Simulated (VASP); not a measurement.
# Ag in VASP: further runs, part 2 of 2

VASP 6.6.1. Earlier steps stand in the parts before.

**4. Electric field gradients, LDA (equal xy, yz and zx shear strains of +2 %)**

The input, INCAR:

```
SYSTEM = Ag
ALGO = Normal ; EDIFF = 1E-8
ENCUT = 520 ; GGA = CA
ISIF = 2 ; ISMEAR = -1
LASPH = .TRUE. ; LCHARG = .FALSE.
LEFG = .TRUE. ; LREAL = .FALSE.
LWAVE = .FALSE. ; NBANDS = 12
NELM = 100 ; PREC = Accurate
SIGMA = 0.05
```

The input, KPOINTS:

```
k-points
0
G
  15 15 15
  0 0 0
```

The input, POSCAR:

```
Ag
1.0
    0.0408620000      2.0635310000      2.0635310000
    2.0635310000      0.0408620000      2.0635310000
    2.0635310000      2.0635310000      0.0408620000
Ag
1
Direct
    0.0000000000      0.0000000000      0.0000000000
```

Potentials or basis: VASP PAW LDA potentials, release 64 (Ag).

Command:

```sh
$ cat potpaw_LDA.64/Ag/POTCAR > POTCAR
$ mpirun -np 1 vasp_std > vasp.out
```

OUTCAR:

```text
SYSTEM = Ag
   EDIFF = 1E-8
   ENCUT = 520
   GGA = CA
   ISIF = 2
   ISMEAR = -1
   LASPH = .TRUE.
   LREAL = .FALSE.
   NELM = 100
   PREC = Accurate

 ion  position               nearest neighbor table
   1  0.000  0.000  0.000-

  LATTYP: Found a trigonal (rhomboedric) cell.
 ALAT       =     2.9185595898
 COS(alpha) =     0.5197000882

  Lattice vectors:

 A1 = (   0.0408620000,   2.0635310000,   2.0635310000)
[... 567 lines left out ...]
    total drift:                               -0.000000      0.000000      0.000000

  FREE ENERGIE OF THE ION-ELECTRON SYSTEM (eV)
  ---------------------------------------------------
  free  energy   TOTEN  =        -3.7547648977 eV

  energy  without entropy=       -3.7519899202  energy(sigma->0) =       -3.75337741

 Electric field gradients (V/A^2)
---------------------------------------------------------------------
 ion       V_xx      V_yy      V_zz      V_xy      V_xz      V_yz
---------------------------------------------------------------------
   1      -0.000     0.000     0.000     1.211     1.211     1.211
---------------------------------------------------------------------

 Electric field gradients after diagonalization (V/A^2)
 (convention: |V_zz| > |V_xx| > |V_yy|)
----------------------------------------------------------------------
 ion       V_xx      V_yy      V_zz     asymmetry (V_yy - V_xx)/ V_zz
----------------------------------------------------------------------
   1      -1.211    -1.211     2.421       0.000
----------------------------------------------------------------------

           NMR quadrupolar parameters

 Cq : quadrupolar parameter    Cq=e*Q*V_zz/h
 eta: asymmetry parameters     (V_yy - V_xx)/ V_zz
 Q  : nuclear electric quadrupole moment in mb (millibarn)
----------------------------------------------------------------------
 ion       Cq(MHz)       eta       Q (mb)
----------------------------------------------------------------------
   1       0.006       0.000       1.000
----------------------------------------------------------------------
```

Wall time 100 s (1 thread of Intel Xeon 6975P-C, shared host); peak memory 0.18 GiB.

What came out:

| Item | Value |
| --- | --- |
| Free energy | -3.7548 eV |
| Pressure | -7.1 GPa |

Levels at points of the mesh, in eV from the Fermi level:
```csv
k point,band 2,band 3,band 4,band 5,band 6,band 7,band 8,band 9,band 10,band 11
"(0.00, 0.00, 0.00)",-5.00,-4.82,-4.82,-3.81,-3.81,15.87,18.80,19.78,19.78,24.21
```

Electric field gradients, principal values (V/Å²):
```
atom   least  middle  greatest (by size)
1 Ag  -1.211  -1.211               2.421
```

Caveat: the cell differs from its parent crystal (equal xy, yz and zx shear strains of +2 %); without QUAD_EFG the Cq values of the log hold for a quadrupole moment of 1 mb, not for the nuclei.

**5. Electric field gradients, LDA (volume scaled by 0.97)**

The input, INCAR:

```
PREC = Accurate
ENCUT = 520
EDIFF = 1E-8
ISMEAR = -1
SIGMA = 0.05
LREAL = False
LASPH = True
NELM = 100
ALGO = Normal
ISIF = 2
LWAVE = False
LCHARG = False
GGA = CA
LEFG = True
NBANDS = 12
```

The input, KPOINTS:

```
Automatic mesh
0
Gamma
  15 15 15
```

The input, POSCAR:

```
Ag
1.0
    0.0000000000      2.0224612152      2.0224612152
    2.0224612152      0.0000000000      2.0224612152
    2.0224612152      2.0224612152      0.0000000000
Ag
1
Direct
    0.0000000000      0.0000000000      0.0000000000
```

Potentials or basis: VASP PAW LDA potentials, release 64 (Ag).

Command:

```sh
$ cat potpaw_LDA.64/Ag/POTCAR > POTCAR
$ mpirun -np 1 vasp_std > vasp.out
```

OUTCAR:

```text
PREC = Accurate
   ENCUT = 520
   EDIFF = 1E-8
   ISMEAR = -1
   LREAL = False
   LASPH = True
   NELM = 100
   ISIF = 2
   GGA = CA

 ion  position               nearest neighbor table
   1  0.000  0.000  0.000-

  LATTYP: Found a face centered cubic cell.
 ALAT       =     4.0449224304

  Lattice vectors:

 A1 = (   0.0000000000,   2.0224612152,   2.0224612152)
 A2 = (   2.0224612152,   0.0000000000,   2.0224612152)
 A3 = (   2.0224612152,   2.0224612152,   0.0000000000)

Analysis of symmetry for initial positions (statically):
=====================================================================
 Subroutine PRICEL returns:
 Original cell was already a primitive cell.

 Routine SETGRP: Setting up the symmetry group for a
 face centered cubic supercell.

 Subroutine GETGRP returns: Found 48 space group operations
[... 9 lines left out ...]

 Routine SETGRP: Setting up the symmetry group for a
 face centered cubic supercell.

 Subroutine GETGRP returns: Found 48 space group operations
[... 11 lines left out ...]
                                     Primitive cell

  volume of cell :      16.5451

  direct lattice vectors                    reciprocal lattice vectors
     0.000000000  2.022461215  2.022461215    -0.247223530  0.247223530  0.247223530
     2.022461215  0.000000000  2.022461215     0.247223530 -0.247223530  0.247223530
     2.022461215  2.022461215  0.000000000     0.247223530  0.247223530 -0.247223530

  length of vectors
     2.860192080  2.860192080  2.860192080     0.428203714  0.428203714  0.428203714

  position of ions in fractional coordinates (direct lattice)
     0.000000000  0.000000000  0.000000000
[... 129 lines left out ...]
 Fermi energy:         8.7274458403

 k-point     1 :       0.0000    0.0000    0.0000
  band No.  band energies     occupation
      1       0.5249      2.00000
      2       3.6873      2.00000
      3       3.6873      2.00000
      4       3.6873      2.00000
      5       4.7988      2.00000
      6       4.7988      2.00000
      7      24.6582      0.00000
      8      28.3404      0.00000
      9      28.3404      0.00000
     10      28.3404      0.00000
     11      33.4353      0.00000
     12      34.6168      0.00000
[... 331 lines left out ...]
 k-point    24 :       0.2000    0.1333    0.0000
  band No.  band energies     occupation
      1       1.6915      2.00000
      2       3.2664      2.00000
      3       4.0686      2.00000
      4       4.1044      2.00000
      5       4.5251      2.00000
      6       5.0012      2.00000
      7      23.8980      0.00000
      8      25.4369      0.00000
      9      25.9012      0.00000
     10      27.3760      0.00000
     11      31.1529      0.00000
     12      34.1751      0.00000

 [... further k-points ...]
[... 5 lines left out ...]
  --------------------------------------------------------------------------------------
  -------------------------------------------------------------------------------------
  Total       -0.4253782     -0.4253782     -0.4253782     -0.0000000      0.0000000     -0.0000000
  in kB      -41.1922187    -41.1922187    -41.1922187     -0.0000000      0.0000000     -0.0000000
  external PRESSURE =     -41.1922187 kB  Pullay stress =       0.0000000 kB

 VOLUME and BASIS-vectors are now :
 -----------------------------------------------------------------------------
  energy-cutoff  :      520.00
  volume of cell :       16.55
      direct lattice vectors                 reciprocal lattice vectors
     0.000000000  2.022461215  2.022461215    -0.247223530  0.247223530  0.247223530
     2.022461215  0.000000000  2.022461215     0.247223530 -0.247223530  0.247223530
     2.022461215  2.022461215  0.000000000     0.247223530  0.247223530 -0.247223530

 POSITION                                       TOTAL-FORCE (eV/Angst)
 -----------------------------------------------------------------------------------
      0.00000      0.00000      0.00000         0.000000      0.000000      0.000000
 -----------------------------------------------------------------------------------
    total drift:                               -0.000000      0.000000     -0.000000

  FREE ENERGIE OF THE ION-ELECTRON SYSTEM (eV)
  ---------------------------------------------------
  free  energy   TOTEN  =        -3.7741173609 eV

  energy  without entropy=       -3.7707858625  energy(sigma->0) =       -3.77245161

 Electric field gradients (V/A^2)
---------------------------------------------------------------------
 ion       V_xx      V_yy      V_zz      V_xy      V_xz      V_yz
---------------------------------------------------------------------
   1      -0.000    -0.000     0.000     0.000     0.000     0.000
---------------------------------------------------------------------

 Electric field gradients after diagonalization (V/A^2)
 (convention: |V_zz| > |V_xx| > |V_yy|)
----------------------------------------------------------------------
 ion       V_xx      V_yy      V_zz     asymmetry (V_yy - V_xx)/ V_zz
----------------------------------------------------------------------
   1      -0.000    -0.000     0.001       0.000
----------------------------------------------------------------------

           NMR quadrupolar parameters

 Cq : quadrupolar parameter    Cq=e*Q*V_zz/h
 eta: asymmetry parameters     (V_yy - V_xx)/ V_zz
 Q  : nuclear electric quadrupole moment in mb (millibarn)
----------------------------------------------------------------------
 ion       Cq(MHz)       eta       Q (mb)
----------------------------------------------------------------------
   1       0.000       0.000       1.000
----------------------------------------------------------------------
```

OSZICAR:

```text
N       E                     dE             d eps       ncg     rms          rms(c)
DAV:   1     0.512211320253E+02    0.51221E+02   -0.54884E+03  2904   0.832E+02
DAV:   2    -0.327373170268E+01   -0.54495E+02   -0.51579E+02  3352   0.196E+02
DAV:   3    -0.409828264498E+01   -0.82455E+00   -0.82408E+00  3384   0.254E+01
DAV:   4    -0.410072095749E+01   -0.24383E-02   -0.24382E-02  3348   0.145E+00
DAV:   5    -0.410073940914E+01   -0.18452E-04   -0.18452E-04  3404   0.112E-01    0.593E+00
DAV:   6    -0.379057472552E+01    0.31016E+00   -0.12419E+00  3140   0.988E+00    0.367E+00
DAV:   7    -0.377893313049E+01    0.11642E-01   -0.93074E-03  3304   0.903E-01    0.204E+00
DAV:   8    -0.377410597156E+01    0.48272E-02   -0.90791E-04  3308   0.241E-01    0.821E-02
DAV:   9    -0.377411830564E+01   -0.12334E-04   -0.70705E-06  3360   0.187E-02    0.165E-02
DAV:  10    -0.377411738313E+01    0.92251E-06   -0.18541E-06  3388   0.106E-02    0.300E-03
DAV:  11    -0.377411736019E+01    0.22939E-07   -0.38206E-08  3284   0.147E-03    0.574E-04
DAV:  12    -0.377411736090E+01   -0.71827E-09   -0.10550E-09  2020   0.306E-04
   1 F= -.37741174E+01 E0= -.37724516E+01  d E =-.333150E-02
```

Run time: 10 s. Hardware: 1 thread of Intel Xeon 6975P-C, shared host; peak memory 0.14 GiB.

What came out:

```
Free energy : -3.7741 eV
Pressure    : -4.1 GPa
```

Levels at points of the mesh, in eV from the Fermi level:
```csv
k point,band 4,band 5,band 6,band 7,band 8,band 9
"(0.00, 0.00, 0.00)",-5.04,-3.93,-3.93,15.93,19.61,19.61
```

Caveat: without QUAD_EFG the Cq values of the log hold for a quadrupole moment of 1 mb, not for the nuclei.

**6. Electric field gradients, LDA (volume scaled by 0.98)**

The input, INCAR:

```
PREC     = Accurate       # precision mode
ENCUT    = 520            # plane-wave cutoff, eV
EDIFF    = 1E-8           # SCF threshold, eV
ISMEAR   = -1             # smearing method
SIGMA    = 0.05           # smearing width, eV
LREAL    = F              # projectors in reciprocal space
LASPH    = T              # aspherical terms in the spheres
NELM     = 60             # most SCF steps
ALGO     = Normal         # electronic algorithm
ISIF     = 2              # what is computed and relaxed
LWAVE    = F              # write WAVECAR
LCHARG   = F              # write CHGCAR
LEFG     = T            
NBANDS   = 12             # bands
```

KPOINTS is that of step 5.

The input, POSCAR:

```
Ag
1.0
    0.0000000000      2.0293875063      2.0293875063
    2.0293875063      0.0000000000      2.0293875063
    2.0293875063      2.0293875063      0.0000000000
Ag
1
Direct
    0.0000000000      0.0000000000      0.0000000000
```

Potentials or basis: VASP PAW LDA potentials, release 64 (Ag).

Command:

```sh
$ cat potpaw_LDA.64/Ag/POTCAR > POTCAR
$ mpirun -np 1 vasp_std > vasp.out
```

OUTCAR:

```text
PREC = Accurate
   ENCUT = 520
   EDIFF = 1E-8
   ISMEAR = -1
   LREAL = F
   LASPH = T
   NELM = 60
   ISIF = 2

 ion  position               nearest neighbor table
   1  0.000  0.000  0.000-

  LATTYP: Found a face centered cubic cell.
 ALAT       =     4.0587750126

  Lattice vectors:

 A1 = (   0.0000000000,   2.0293875063,   2.0293875063)
 A2 = (   2.0293875063,   0.0000000000,   2.0293875063)
 A3 = (   2.0293875063,   2.0293875063,   0.0000000000)

Analysis of symmetry for initial positions (statically):
=====================================================================
 Subroutine PRICEL returns:
 Original cell was already a primitive cell.

 Routine SETGRP: Setting up the symmetry group for a
 face centered cubic supercell.

 Subroutine GETGRP returns: Found 48 space group operations
[... 9 lines left out ...]

 Routine SETGRP: Setting up the symmetry group for a
[... 530 lines left out ...]

 VOLUME and BASIS-vectors are now :
 -----------------------------------------------------------------------------
  energy-cutoff  :      520.00
  volume of cell :       16.72
      direct lattice vectors                 reciprocal lattice vectors
     0.000000000  2.029387506  2.029387506    -0.246379757  0.246379757  0.246379757
     2.029387506  0.000000000  2.029387506     0.246379757 -0.246379757  0.246379757
     2.029387506  2.029387506  0.000000000     0.246379757  0.246379757 -0.246379757

 POSITION                                       TOTAL-FORCE (eV/Angst)
 -----------------------------------------------------------------------------------
      0.00000      0.00000      0.00000         0.000000      0.000000      0.000000
 -----------------------------------------------------------------------------------
    total drift:                               -0.000000      0.000000      0.000000

  FREE ENERGIE OF THE ION-ELECTRON SYSTEM (eV)
  ---------------------------------------------------
  free  energy   TOTEN  =        -3.7692089196 eV

  energy  without entropy=       -3.7658586111  energy(sigma->0) =       -3.76753377

 Electric field gradients (V/A^2)
---------------------------------------------------------------------
 ion       V_xx      V_yy      V_zz      V_xy      V_xz      V_yz
---------------------------------------------------------------------
   1      -0.000    -0.000    -0.000     0.001     0.001     0.001
---------------------------------------------------------------------

 Electric field gradients after diagonalization (V/A^2)
 (convention: |V_zz| > |V_xx| > |V_yy|)
----------------------------------------------------------------------
 ion       V_xx      V_yy      V_zz     asymmetry (V_yy - V_xx)/ V_zz
----------------------------------------------------------------------
   1      -0.001    -0.001     0.001       0.000
----------------------------------------------------------------------

           NMR quadrupolar parameters

 Cq : quadrupolar parameter    Cq=e*Q*V_zz/h
 eta: asymmetry parameters     (V_yy - V_xx)/ V_zz
 Q  : nuclear electric quadrupole moment in mb (millibarn)
----------------------------------------------------------------------
 ion       Cq(MHz)       eta       Q (mb)
----------------------------------------------------------------------
   1       0.000       0.000       1.000
----------------------------------------------------------------------
```

stdout:

```text
POSCAR found type information on POSCAR Ag
 POSCAR found :  1 types and       1 ions
 scaLAPACK will be used
 LDA part: xc-table for (Slater(with rela. corr.)+CA(PZ))
 , standard interpolation
 POSCAR, INCAR and KPOINTS ok, starting setup
 FFT: planning ... GRIDC
 FFT: planning ... GRID_SOFT
 FFT: planning ... GRID
 WAVECAR not read
 entering main loop
ion   1
```

It took 11 s on 1 thread of Intel Xeon 6975P-C, shared host; peak memory 0.14 GiB.

Results:

- Free energy: -3.7692 eV
- Pressure: -5.3 GPa

Caveat: without QUAD_EFG the Cq values of the log hold for a quadrupole moment of 1 mb, not for the nuclei.

**7. The runs side by side**

| cell | gap on the mesh (eV) | pressure (GPa) |
| --- | --- | --- |
| a = 2.847 Å, angles 62.0°, 1 atom | none | -6.9 |
| a = 2.875 Å, angles 60.7°, 1 atom | none | -7.3 |
| a = 2.919 Å, angles 58.7°, 1 atom | none | -7.1 |
| a = 2.860 Å, angles 60.0°, 1 atom | none | -4.1 |
| a = 2.870 Å, angles 60.0°, 1 atom | none | -5.3 |

Alike in all rows: task electric field gradients; level LDA; potentials or basis VASP PAW LDA potentials, release 64 (Ag); no spin polarisation; k mesh 15 × 15 × 15; cutoff (eV) 520; smearing fermi-dirac 0.05 eV.

Absolute energies hang on the potentials; compare differences alone.
